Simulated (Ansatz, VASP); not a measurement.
## BeS: VASP beside Ansatz

INCAR

```
SYSTEM = BeS
ALGO = Normal ; EDIFF = 1E-6
EDIFFG = -0.01 ; ENCUT = 600
GGA = PE ; IBRION = 2
ISIF = 3 ; ISMEAR = 0
LASPH = .TRUE. ; LCHARG = .FALSE.
LREAL = .FALSE. ; LWAVE = .FALSE.
NELM = 80 ; NSW = 100
PREC = Accurate ; SIGMA = 0.02
```

KPOINTS

```
k-points
0
G
  10 10 10
  0 0 0
```

POSCAR

```
BeS
1.0
    0.0000000000      2.3294821300      2.3294821300
    2.3294821300      0.0000000000      2.3294821300
    2.3294821300      2.3294821300      0.0000000000
Be S
1 1
Direct
    0.5000000000      0.5000000000      0.5000000000
    0.0000000000      0.0000000000      0.0000000000
```

Input for Ansatz:

```yaml
crystal:
  lattice:
    - [0.0, 2.32948213, 2.32948213]
    - [2.32948213, 0.0, 2.32948213]
    - [2.32948213, 2.32948213, 0.0]
  atoms:
    - { symbol: Be, position: [0.5, 0.5, 0.5] }
    - { symbol: S, position: [0.0, 0.0, 0.0] }
basis:
  ecutwfc: 420
kpoints:
  mp_grid: { grid: [10, 10, 10] }
hamiltonian:
  xc: pbe
scf:
  occupations: { method: gaussian, width: 0.02 }
output:
  forces: true
  stress: true
  eigenvalues: true
relax:
  adjacent_minimum: "off"
  f_tol: 0.01
  max_steps: 80
  cell: { stress_tol: 0.05 }
```

Change from the starting cell: species swapped into the ScS type (Fm-3m, No. 225).

Alike in both runs: task relaxation of cell and atoms; functional PBE; k mesh 10 × 10 × 10; occupations gaussian, width 0.02 eV; no spin polarisation.

|  | VASP | Ansatz |
| --- | --- | --- |
| version | VASP 6.6.1 | Ansatz 0.2.0 |
| potentials or method | VASP PAW PBE potentials, release 64 (Be, S), cutoff 600 eV | scalar-relativistic, plane waves, PAW |
| valence electrons in the cell | 8 | 8 |

```tsv
	VASP	Ansatz	Ansatz less VASP
gap on the k mesh at the Fermi level, each at its own relaxed structure (eV)	1.03	1.03	-0.007
relaxed volume (Å³/atom)	12.40	12.40	+0.004
relaxed cell length with the largest relative difference (Å)	3.273	3.273	+0.0004
```
